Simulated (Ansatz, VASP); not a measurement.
BH3 in VASP and in Ansatz

The input INCAR:

```
SYSTEM = BH3
PREC = Accurate
ENCUT = 520
EDIFF = 1E-6
ISMEAR = 0
SIGMA = 0.005
LREAL = .FALSE.
LASPH = .TRUE.
NELM = 80
ALGO = Normal
ISIF = 2
LWAVE = .FALSE.
LCHARG = .FALSE.
GGA = PE
IVDW = 12
IBRION = 2
NSW = 100
EDIFFG = -0.01
ISYM = 0
```

KPOINTS

```
regular mesh
0
G
  1 1 1
  0 0 0
```

Contents of POSCAR:

```
BH3
1.0
   14.0000000000      0.0000000000      0.0000000000
    0.0000000000     14.5000000000      0.0000000000
    0.0000000000      0.0000000000     15.0000000000
B H
2 6
Direct
    0.5641174622      0.4994365863      0.5002282527
    0.4364765236      0.5004553201      0.4990460081
    0.5013463668      0.4993335170      0.5661263933
    0.4999219510      0.5008668375      0.4338736067
    0.6041554889      0.5713177601      0.5013362135
    0.6036001503      0.4280154333      0.4999951283
    0.3958445111      0.5719845667      0.4998466211
    0.3966320182      0.4287561360      0.5009153634
```

Input for Ansatz:

```yaml
crystal:
  lattice:
    - [14.0, 0.0, 0.0]
    - [0.0, 14.5, 0.0]
    - [0.0, 0.0, 15.0]
  atoms:
    - { symbol: B, position: [0.5641174622, 0.4994365863, 0.5002282527] }
    - { symbol: B, position: [0.4364765236, 0.5004553201, 0.4990460081] }
    - { symbol: H, position: [0.5013463668, 0.499333517, 0.5661263933] }
    - { symbol: H, position: [0.499921951, 0.5008668375, 0.4338736067] }
    - { symbol: H, position: [0.6041554889, 0.5713177601, 0.5013362135] }
    - { symbol: H, position: [0.6036001503, 0.4280154333, 0.4999951283] }
    - { symbol: H, position: [0.3958445111, 0.5719845667, 0.4998466211] }
    - { symbol: H, position: [0.3966320182, 0.428756136, 0.5009153634] }
  symmetry: { detect: false }
basis:
  ecutwfc: 420
kpoints:
  mp_grid: { grid: [1, 1, 1] }
hamiltonian:
  xc: pbe
  dispersion: d3bj
scf:
  occupations: { method: gaussian, width: 0.005 }
output:
  forces: true
  eigenvalues: true
relax:
  adjacent_minimum: "off"
  f_tol: 0.01
  max_steps: 120
```

Alike in both runs: task relaxation of the atoms; functional PBE; dispersion D3(BJ); k mesh 1 × 1 × 1; occupations gaussian, width 0.005 eV; no spin polarisation.

|  | VASP | Ansatz |
| --- | --- | --- |
| version | VASP 6.6.1 | Ansatz 0.2.0 |
| potentials or method | VASP PAW PBE potentials, release 64 (B, H), cutoff 520 eV | scalar-relativistic, plane waves, PAW |
| valence electrons in the cell | 12 | 12 |

```tsv
	VASP	Ansatz	Ansatz less VASP
gap on the k mesh at the Fermi level, each at its own relaxed structure (eV)	5.81	5.81	+0.002
```
